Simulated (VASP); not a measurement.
Wanted: the native input for a VASP 6.6.1 run.

- Task: single point
- Functional: r2SCAN
- Potentials or basis: VASP PAW PBE potentials, release 64 (Ga_d, N_h)
- Cutoff: 910 eV
- k mesh: 12 × 12 × 4
- Occupations: fermi-dirac, width 0.02 eV
- Spin: no spin polarisation
- Dipole correction: no
- Further INCAR settings: ALGO = Normal; EDIFF = 1e-06; NBANDS = 26

Crystal: GaN.

```xyz
4
Lattice="3.1832 0.0000 0.0000 -1.5916 2.7567 0.0000 0.0000 0.0000 5.1836" Properties=species:S:1:pos:R:3 pbc="T T T"
Ga    0.0000    1.8378   -0.0046
Ga    1.5916    0.9189    2.5872
N     0.0000    1.8378    1.9485
N     1.5916    0.9189    4.5403
```

These files were run (other wordings do the same):

POSCAR

```
GaN
1.0
    3.1831500546      0.0000000000      0.0000000000
   -1.5915750273      2.7566888113      0.0000000000
    0.0000000000      0.0000000000      5.1836268250
Ga N
2 2
Direct
    0.3333333333      0.6666666667     -0.0008868441
    0.6666666667      0.3333333333      0.4991131559
    0.3333333333      0.6666666667      0.3758868441
    0.6666666667      0.3333333333      0.8758868441
```

INCAR.step1

```
  PREC = Accurate
  ENCUT = 910
  ISMEAR = -1
  SIGMA = 0.02
  LREAL = False
  LASPH = True
  NELM = 120
  NBANDS = 26
  GGA = PE
  ALGO = Normal
  EDIFF = 1E-5
  LWAVE = True
  LCHARG = False
  GGA_COMPAT = False
```

INCAR.step2

```
  PREC = Accurate
  ENCUT = 910
  EDIFF = 1E-6
  ISMEAR = -1
  SIGMA = 0.02
  LREAL = False
  LASPH = True
  NELM = 120
  ALGO = Normal
  ISIF = 2
  LWAVE = False
  LCHARG = True
  METAGGA = R2SCAN
  LMIXTAU = True
  LELF = True
  LVHAR = True
  NBANDS = 26
  ISTART = 1
  GGA_COMPAT = False
```

KPOINTS

```
Automatic mesh
0
Gamma
  12 12 4
```

Potentials or basis: VASP PAW PBE potentials, release 64 (Ga_d, N_h).

Run with:

```bash
$ cat potpaw_PBE.64/Ga_d/POTCAR potpaw_PBE.64/N_h/POTCAR > POTCAR
$ cp INCAR.step1 INCAR
$ mpirun -np 1 vasp_std > vasp.out
$ cp INCAR.step2 INCAR
$ mpirun -np 1 vasp_std > vasp.out
```

Results of the run:

The pressure is 1.0 GPa. The band gap on the k mesh is 2.34 eV.

Caveat: the cutoff is under 1.25 times the usual one of these potentials, so pressure, stress and relaxed cells hold a basis-set (Pulay) error; the PAW data sets were made with another functional, which shifts forces and pressure a little.

Wall time 5.4 min on 1 thread of Intel(R) Xeon(R) Platinum 8488C (Sapphire Rapids) (shared host), peak memory 0.32 GiB.
